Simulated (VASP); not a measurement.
# PbS (rocksalt type) (Imm2) in VASP: electric field gradients with PBE

Aim: the electric field gradients of PbS (rocksalt type) with PBE.

Program: VASP 6.6.1. These are calculated values, not measurements. Logs are shortened: lines on timing, memory, paths and dates and some standing lists are left out, and cuts for length are marked.

### Step 1. The cell of the first run

It takes space group Imm2 (No. 44, orthorhombic). The conventional cell has a = 4.249 Å, b = 6.009 Å, c = 4.249 Å, α = 90.00°, β = 90.00°, γ = 90.00°. Within 3.9 Å of Pb (site symmetry mm2) lie 6 S at 2.97 to 3.04 Å. S (site symmetry mm2) has 6 Pb at 2.97 to 3.04 Å within 3.9 Å.

### Step 2. Electric field gradients, PBE (0.035355, 0.0] A)

INCAR reads:

```
PREC = Accurate
ENCUT = 520
EDIFF = 1E-8
ISMEAR = -1
SIGMA = 0.05
LREAL = False
LASPH = True
NELM = 60
ALGO = Normal
ISIF = 2
LWAVE = False
LCHARG = False
GGA = PE
LEFG = True
NBANDS = 17
```

KPOINTS reads:

```
regular mesh
0
Gamma
  12 12 12
```

POSCAR reads:

```
PbS
1.0
    0.0000000000      3.0042711419      3.0042711419
    3.0042711419      0.0000000000      3.0042711419
    3.0042711419      3.0042711419      0.0000000000
Pb S
1 1
Direct
    0.0000000000      0.0000000000      0.0000000000
    0.5000000000      0.5000000000      0.5117682454
```

Potentials or basis: VASP PAW PBE potentials, release 64 (Pb_d, S).

The run is started by

```bash
$ cat potpaw_PBE.64/Pb_d/POTCAR potpaw_PBE.64/S/POTCAR > POTCAR
$ mpirun -np 1 vasp_std > vasp.out
```

OUTCAR:

```text
PREC = Accurate
   ENCUT = 520
   EDIFF = 1E-8
   ISMEAR = -1
   LREAL = False
   LASPH = True
   NELM = 60
   ISIF = 2
   GGA = PE

 ion  position               nearest neighbor table
   1  0.000  0.000  0.000-   2 2.97   2 2.97   2 3.00   2 3.00   2 3.04   2 3.04
   2  0.500  0.500  0.512-   1 2.97   1 2.97   1 3.00   1 3.00   1 3.04   1 3.04

  LATTYP: Found a face centered cubic cell.
 ALAT       =     6.0085422838

  Lattice vectors:

 A1 = (   0.0000000000,   3.0042711419,   3.0042711419)
 A2 = (   3.0042711419,   0.0000000000,   3.0042711419)
 A3 = (   3.0042711419,   3.0042711419,   0.0000000000)

Analysis of symmetry for initial positions (statically):
=====================================================================
 Subroutine PRICEL returns:
 Original cell was already a primitive cell.

 Routine SETGRP: Setting up the symmetry group for a
 face centered cubic supercell.

 Subroutine GETGRP returns: Found  4 space group operations
 (whereof  4 operations were pure point group operations)
 out of a pool of 48 trial point group operations.

The static configuration has the point symmetry C_2v.

Analysis of symmetry for dynamics (positions and initial velocities):
=====================================================================
 Subroutine PRICEL returns:
 Original cell was already a primitive cell.

 Routine SETGRP: Setting up the symmetry group for a
 face centered cubic supercell.

 Subroutine GETGRP returns: Found  4 space group operations
 (whereof  4 operations were pure point group operations)
 out of a pool of 48 trial point group operations.

The dynamic configuration has the point symmetry C_2v.

 Subroutine INISYM returns: Found  4 space group operations
 (whereof  4 operations are pure point group operations),
 and found     1 'primitive' translations

----------------------------------------------------------------------------------------

                                     Primitive cell

  volume of cell :      54.2310

  direct lattice vectors                    reciprocal lattice vectors
     0.000000000  3.004271142  3.004271142    -0.166429718  0.166429718  0.166429718
     3.004271142  0.000000000  3.004271142     0.166429718 -0.166429718  0.166429718
     3.004271142  3.004271142  0.000000000     0.166429718  0.166429718 -0.166429718

  length of vectors
     4.248680994  4.248680994  4.248680994     0.288264728  0.288264728  0.288264728

  position of ions in fractional coordinates (direct lattice)
     0.000000000  0.000000000  0.000000000
     0.500000000  0.500000000  0.511768245

  ion indices of the primitive-cell ions
   primitive index   ion index
                 1           1
                 2           2

----------------------------------------------------------------------------------------

 KPOINTS: regular mesh

Automatic generation of k-mesh.
 Grid dimensions read from file:
 generate k-points for:   12   12   12

 Generating k-lattice:

  Cartesian coordinates                     Fractional coordinates (reciprocal lattice)
    -0.013869143  0.013869143  0.013869143     0.083333333  0.000000000  0.000000000
     0.013869143 -0.013869143  0.013869143     0.000000000  0.083333333  0.000000000
     0.013869143  0.013869143 -0.013869143     0.000000000  0.000000000  0.083333333

  Length of vectors
     0.024022061  0.024022061  0.024022061

  Shift w.r.t. Gamma in fractional coordinates (k-lattice)
     0.000000000  0.000000000  0.000000000

 Subroutine IBZKPT returns following result:
 ===========================================

 Found    280 irreducible k-points:

 Following reciprocal coordinates:
            Coordinates               Weight
  0.000000  0.000000  0.000000      1.000000
  0.083333  0.000000  0.000000      4.000000
  0.000000  0.000000  0.083333      4.000000
  0.166667  0.000000  0.000000      4.000000
  0.000000  0.000000  0.166667      4.000000
  0.250000  0.000000  0.000000      4.000000
[... 16 lines left out ...]
  0.083333  0.083333 -0.166667      4.000000
  0.333333  0.083333  0.000000      4.000000
 [... further k-points ...]
   k-points           NKPTS =    280   k-points in BZ     NKDIM =    280   number of bands    NBANDS=     17
   number of dos      NEDOS =    301   number of ions     NIONS =      2
   total plane-waves  NPLWV =  32768
   dimension x,y,z NGX =    32 NGY =   32 NGZ =   32
   dimension x,y,z NGXF=    64 NGYF=   64 NGZF=   64
   ions per type =               1   1
   NGX,Y,Z   is equivalent  to a cutoff of  12.52, 12.52, 12.52 a.u.
   NGXF,Y,Z  is equivalent  to a cutoff of  25.04, 25.04, 25.04 a.u.
 SYSTEM =  unknown system
   PREC   = accura    normal or accurate (medium, high low for compatibility)
   ISTART =      0    job   : 0-new  1-cont  2-samecut
   ICHARG =      2    charge: 1-file 2-atom 10-const
   ISPIN  =      1    spin polarized calculation?
   LNONCOLLINEAR =      F non collinear calculations
   LSORBIT =      F    spin-orbit coupling
   LASPH  =      T    aspherical Exc in radial PAW
   ENCUT  =  520.0 eV  38.22 Ry    6.18 a.u.   7.90  7.90  7.90*2*pi/ulx,y,z
   NELM   =     60;   NELMIN=  2; NELMDL= -5     # of ELM steps
   EDIFF  = 0.1E-07   stopping-criterion for ELM
   LREAL  =      F    real-space projection
   EDIFFG = 0.1E-06   stopping-criterion for IOM
   NSW    =      0    number of steps for IOM
   IBRION =     -1    ionic relax: 0-MD 1-quasi-New 2-CG
   NFREE  =      0    steps in history (QN), initial steepest desc. (CG)
   ISIF   =      2    stress and relaxation
   ISYM   =      2    0-nonsym 1-usesym 2-fastsym
   POTIM  = 0.5000    time-step for ionic-motion
   TEBEG  =    0.0;   TEEND  =   0.0 temperature during run
   PSTRESS=    0.0 pullay stress
   NELECT =      20.0000    total number of electrons
   NUPDOWN=      -1.0000    fix difference up-down
   EMIN   =  10.00;   EMAX   =-10.00  energy-range for DOS
   EFERMI =   0.00;   METHOD = LEGACY
   ISMEAR =    -1;   SIGMA  =   0.05  broadening in eV -4-tet -1-fermi 0-gaus
   EFERMI_NEDOS =   21; number of points for ismear=-14 and -15
   IALGO  =     38    algorithm
   IMIX   =      4    mixing-type and parameters
     AMIX     =   0.40;   BMIX     =  1.00
     AMIX_MAG =   1.60;   BMIX_MAG =  1.00
  volume/ion in A,a.u.               =      27.12       182.98
  Fermi-wavevector in a.u.,A,eV,Ry     =   1.174003  2.218543 18.752665  1.378282
  Thomas-Fermi vector in A             =   2.310407
   LORBIT       =      0    0 simple, 1 ext, 2 COOP (PROOUT), +10 PAW based schemes
   GGA     = PE    functional components
   LHFCALC =     F    Hartree Fock is set to
   AEXX    =    0.0000 exact exchange contribution
   IVDW    =     0    specifies the selected vdW correction
   LEPSILON=     F    determine dielectric tensor
   LRPA    =     F    only Hartree local field effects (RPA)
 non-spin polarized calculation
  energy-cutoff  :      520.00
  volume of cell :       54.23
 maximum number of plane-waves:      1477
   NGX = 15   NGY = 15   NGZ = 15

 number of electron      20.0000003 magnetization

 Free energy of the ion-electron system (eV)
  ---------------------------------------------------
  ext. energy  EPLUGINS =         0.00000000
  ---------------------------------------------------
  free energy    TOTEN  =        -8.76918506 eV

  energy without entropy =       -8.76916869  energy(sigma->0) =       -8.76917687

 E-fermi :   5.5347     XC(G=0):  -9.5005

 val. band max:        5.2834999105   @ k =   0.5000   0.0000   0.0000
 cond. band min:       5.7869866070   @ k =   0.5000   0.0000   0.0000
 fundamental gap:      0.5034866965
 Fermi energy:         5.5347226135

 k-point     1 :       0.0000    0.0000    0.0000
  band No.  band energies     occupation
      1     -11.4431      2.00000
      2     -11.4427      2.00000
      3     -11.4426      2.00000
      4     -11.4258      2.00000
      5     -11.4256      2.00000
      6      -7.9357      2.00000
[... 9 lines left out ...]
     16      12.1682      0.00000
     17      14.0905      0.00000

 k-point     2 :       0.0833    0.0000    0.0000
  band No.  band energies     occupation
      1     -11.4423      2.00000
      2     -11.4414      2.00000
      3     -11.4410      2.00000
      4     -11.4264      2.00000
      5     -11.4263      2.00000
      6      -7.8795      2.00000
[... 9 lines left out ...]
     16      12.3425      0.00000
     17      14.6653      0.00000

 k-point     3 :       0.0000    0.0000    0.0833
  band No.  band energies     occupation
      1     -11.4426      2.00000
      2     -11.4411      2.00000
      3     -11.4411      2.00000
      4     -11.4264      2.00000
      5     -11.4263      2.00000
      6      -7.8796      2.00000
[... 9 lines left out ...]
     16      12.3372      0.00000
     17      14.6652      0.00000

 k-point     4 :       0.1667    0.0000    0.0000
  band No.  band energies     occupation
      1     -11.4416      2.00000
      2     -11.4399      2.00000
      3     -11.4397      2.00000
      4     -11.4254      2.00000
      5     -11.4252      2.00000
      6      -7.7164      2.00000
[... 9 lines left out ...]
     16      12.7388      0.00000
     17      15.7815      0.00000

 k-point     5 :       0.0000    0.0000    0.1667
  band No.  band energies     occupation
      1     -11.4418      2.00000
      2     -11.4396      2.00000
      3     -11.4396      2.00000
      4     -11.4255      2.00000
      5     -11.4252      2.00000
      6      -7.7168      2.00000
[... 9 lines left out ...]
     16      12.7401      0.00000
     17      15.7851      0.00000

 k-point     6 :       0.2500    0.0000    0.0000
  band No.  band energies     occupation
      1     -11.4437      2.00000
      2     -11.4434      2.00000
      3     -11.4404      2.00000
      4     -11.4184      2.00000
      5     -11.4180      2.00000
      6      -7.4649      2.00000
[... 9 lines left out ...]
     16      13.3391      0.00000
     17      17.0533      0.00000
[... 281 lines left out ...]
 k-point    21 :       0.0000    0.2500    0.0833
  band No.  band energies     occupation
      1     -11.4464      2.00000
      2     -11.4416      2.00000
      3     -11.4377      2.00000
      4     -11.4261      2.00000
      5     -11.4157      2.00000
      6      -7.5084      2.00000
[... 9 lines left out ...]
     16      13.7375      0.00000
     17      16.2618      0.00000

 k-point    22 :       0.0833    0.0000    0.2500
  band No.  band energies     occupation
      1     -11.4463      2.00000
      2     -11.4417      2.00000
      3     -11.4375      2.00000
      4     -11.4260      2.00000
      5     -11.4159      2.00000
      6      -7.5092      2.00000
[... 9 lines left out ...]
     16      13.7423      0.00000
     17      16.2380      0.00000

 k-point    23 :       0.0833    0.0833   -0.1667
  band No.  band energies     occupation
      1     -11.4462      2.00000
      2     -11.4416      2.00000
      3     -11.4376      2.00000
      4     -11.4263      2.00000
      5     -11.4157      2.00000
      6      -7.5092      2.00000
[... 9 lines left out ...]
     16      13.7375      0.00000
     17      16.2516      0.00000

 k-point    24 :       0.3333    0.0833    0.0000
  band No.  band energies     occupation
      1     -11.4530      2.00000
      2     -11.4429      2.00000
      3     -11.4396      2.00000
      4     -11.4176      2.00000
      5     -11.4077      2.00000
      6      -7.2225      2.00000
[... 9 lines left out ...]
     16      14.4696      0.00000
     17      17.1364      0.00000

 [... further k-points ...]

------------------------ aborting loop because EDIFF is reached ----------------------------------------

  FORCE on cell =-STRESS in cart. coord.  units (eV):
  Direction    XX          YY          ZZ          XY          YZ          ZX
  --------------------------------------------------------------------------------------
  -------------------------------------------------------------------------------------
  Total       -0.0019946     -0.0019946     -0.0163326      0.0053642      0.0000000      0.0000000
  in kB       -0.0589272     -0.0589272     -0.4825229      0.1584763      0.0000000      0.0000000
  external PRESSURE =      -0.2001258 kB  Pullay stress =       0.0000000 kB

 VOLUME and BASIS-vectors are now :
 -----------------------------------------------------------------------------
  energy-cutoff  :      520.00
  volume of cell :       54.23
      direct lattice vectors                 reciprocal lattice vectors
     0.000000000  3.004271142  3.004271142    -0.166429718  0.166429718  0.166429718
     3.004271142  0.000000000  3.004271142     0.166429718 -0.166429718  0.166429718
     3.004271142  3.004271142  0.000000000     0.166429718  0.166429718 -0.166429718

 POSITION                                       TOTAL-FORCE (eV/Angst)
 -----------------------------------------------------------------------------------
      0.00000      0.00000      0.00000         0.007631      0.007631      0.000000
      3.03963      3.03963      3.00427        -0.007631     -0.007631     -0.000000
 -----------------------------------------------------------------------------------
    total drift:                                0.000011      0.000011      0.000000

  FREE ENERGIE OF THE ION-ELECTRON SYSTEM (eV)
  ---------------------------------------------------
  free  energy   TOTEN  =        -8.7691850554 eV

  energy  without entropy=       -8.7691686912  energy(sigma->0) =       -8.76917687

 Electric field gradients (V/A^2)
---------------------------------------------------------------------
 ion       V_xx      V_yy      V_zz      V_xy      V_xz      V_yz
---------------------------------------------------------------------
   1      -1.224    -1.224     2.448     0.188    -0.001    -0.001
   2       0.039     0.039    -0.078    -0.246    -0.000    -0.000
---------------------------------------------------------------------

 Electric field gradients after diagonalization (V/A^2)
 (convention: |V_zz| > |V_xx| > |V_yy|)
----------------------------------------------------------------------
 ion       V_xx      V_yy      V_zz     asymmetry (V_yy - V_xx)/ V_zz
----------------------------------------------------------------------
   1      -1.411    -1.036     2.448       0.153
   2      -0.208    -0.078     0.285       0.456
----------------------------------------------------------------------

           NMR quadrupolar parameters

 Cq : quadrupolar parameter    Cq=e*Q*V_zz/h
 eta: asymmetry parameters     (V_yy - V_xx)/ V_zz
 Q  : nuclear electric quadrupole moment in mb (millibarn)
----------------------------------------------------------------------
 ion       Cq(MHz)       eta       Q (mb)
----------------------------------------------------------------------
   1       0.006       0.153       1.000
   2       0.001       0.456       1.000
----------------------------------------------------------------------
```

Run time: 4 min. Hardware: 1 thread of Intel Xeon 8259CL, shared host; peak memory 0.37 GiB.

Results:

```yaml
Free_energy: -8.7692 eV
Pressure: 0.0 GPa
Largest_force: 0.011 eV/Å
Band_gap_on_the_k_mesh: 0.50 eV
Largest_electric_field_gradient_by_atom: Pb +2.4; S +0.3 V/Å²
```

Forces in eV/Å, atoms in the order of the input:
```
Pb   0.008  0.008  0.000
S   -0.008 -0.008  0.000
```

Electric field gradients, principal values (V/Å²):
```
atom   least  middle  greatest (by size)
1 Pb  -1.036  -1.411               2.448
 2 S  -0.078  -0.208               0.285
```

Caveat: the cell differs from its parent crystal (0.035355, 0.0] A); without QUAD_EFG the Cq values of the log hold for a quadrupole moment of 1 mb, not for the nuclei; spin-orbit coupling is left out, which moves the levels of the heavy elements. A k mesh can miss the band edges.
